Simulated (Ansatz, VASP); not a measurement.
One calculation of Ag2O, two programs

The input INCAR:

```
PREC = Accurate
ENCUT = 600
EDIFF = 1E-6
ISMEAR = 0
SIGMA = 0.05
LREAL = False
LASPH = True
NELM = 120
ALGO = Normal
ISIF = 2
LWAVE = False
LCHARG = False
GGA = RP
NBANDS = 37
GGA_COMPAT = False
```

The input KPOINTS:

```
regular mesh
0
Gamma
  6 6 6
```

POSCAR

```
Ag2O
1.0
    4.8964041404      0.0000000000      0.0000000000
    0.0000000000      4.8964041404      0.0000000000
    0.0000000000      0.0000000000      4.8964041404
Ag O
4 2
Direct
    0.7500000000      0.7500000000      0.7500000000
    0.7500000000      0.2500000000      0.2500000000
    0.2500000000      0.2500000000      0.7500000000
    0.2500000000      0.7500000000      0.2500000000
    0.0000000000      0.0000000000      0.0000000000
    0.5000000000      0.5000000000      0.5000000000
```

Input for Ansatz:

```yaml
crystal:
  lattice:
    - [4.8964041404, 0.0, 0.0]
    - [0.0, 4.8964041404, 0.0]
    - [0.0, 0.0, 4.8964041404]
  atoms:
    - { symbol: Ag, position: [0.75, 0.75, 0.75] }
    - { symbol: Ag, position: [0.75, 0.25, 0.25] }
    - { symbol: Ag, position: [0.25, 0.25, 0.75] }
    - { symbol: Ag, position: [0.25, 0.75, 0.25] }
    - { symbol: O, position: [0.0, 0.0, 0.0] }
    - { symbol: O, position: [0.5, 0.5, 0.5] }
basis:
  ecutwfc: 420
  ecutrho_ratio: 4
kpoints:
  mp_grid: { grid: [6, 6, 6] }
hamiltonian:
  xc: rpbe
scf:
  occupations: { method: gaussian, width: 0.05 }
output:
  forces: true
  stress: true
  eigenvalues: true
```

Alike in both runs: task single point; functional RPBE; k mesh 6 × 6 × 6; occupations gaussian, width 0.05 eV; no spin polarisation.

|  | VASP | Ansatz |
| --- | --- | --- |
| version | VASP 6.6.1 | Ansatz 0.2.0 |
| potentials or method | VASP PAW PBE potentials, release 64 (Ag, O), cutoff 600 eV | scalar-relativistic, plane waves, PAW |
| valence electrons in the cell | 56 | 88 |

```tsv
	VASP	Ansatz	Ansatz less VASP
gap on the k mesh at the Fermi level (eV)	none	none	-
pressure (GPa)	0.0	0.1	+0.13
```

VASP's potentials were made for PBE, not for RPBE. A gap of «none» marks a metal or a gap that the smearing closes. VASP's potentials hold 56 valence electrons a cell and Ansatz's 88, so a difference there can come from the potentials and not from the codes.
